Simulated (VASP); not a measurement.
Input of a VASP 6.6.1 run:

INCAR

```
PREC     = Accurate       # precision mode
ENCUT    = 1350           # plane-wave cutoff, eV
EDIFF    = 1E-6           # SCF threshold, eV
ISMEAR   = -1             # smearing method
SIGMA    = 0.02           # smearing width, eV
LREAL    = False          # projectors in reciprocal space
LASPH    = True           # aspherical terms in the spheres
NELM     = 120            # most SCF steps
ALGO     = Normal         # electronic algorithm
ISIF     = 2              # what is computed and relaxed
LWAVE    = False          # write WAVECAR
LCHARG   = False          # write CHGCAR
GGA      = PS             # functional
NBANDS   = 34             # bands
GGA_COMPAT= False
```

Contents of KPOINTS:

```
regular mesh
0
Gamma
  12 12 4
```

Contents of POSCAR:

```
CuF
1.0
    3.4893758966      0.0000000000      0.0000000000
   -1.7446879483      3.0218881699      0.0000000000
    0.0000000000      0.0000000000      5.1035353539
Cu F
2 2
Direct
    0.3333333333      0.6666666667      0.2500000000
    0.6666666667      0.3333333333      0.7500000000
    0.6666666667      0.3333333333      0.2500000000
    0.3333333333      0.6666666667      0.7500000000
```

Potentials or basis: VASP PAW PBE potentials, release 64 (Cu_sv_GW, F_h).

Command:

```sh
$ cat potpaw_PBE.64/Cu_sv_GW/POTCAR potpaw_PBE.64/F_h/POTCAR > POTCAR
$ mpirun -np 1 vasp_std > vasp.out
```

Question: Estimate the pressure.

Answer: -0.2 GPa.

Question: Predict the band gap on the k mesh.

Answer: Zero (bands 26 and 27 overlap by 0.05 eV).

Stress tensor (GPa, compression positive):
```
-0.13  0.00  0.00
 0.00 -0.13  0.00
 0.00  0.00 -0.28
```

Caveat: semilocal functionals underestimate gaps, and a narrow one can read as zero; the PAW data sets were made with another functional, which shifts forces and pressure a little. With open d or f shells a metallic result of PBEsol can be an artefact of self-interaction; +U or a hybrid may open a gap.
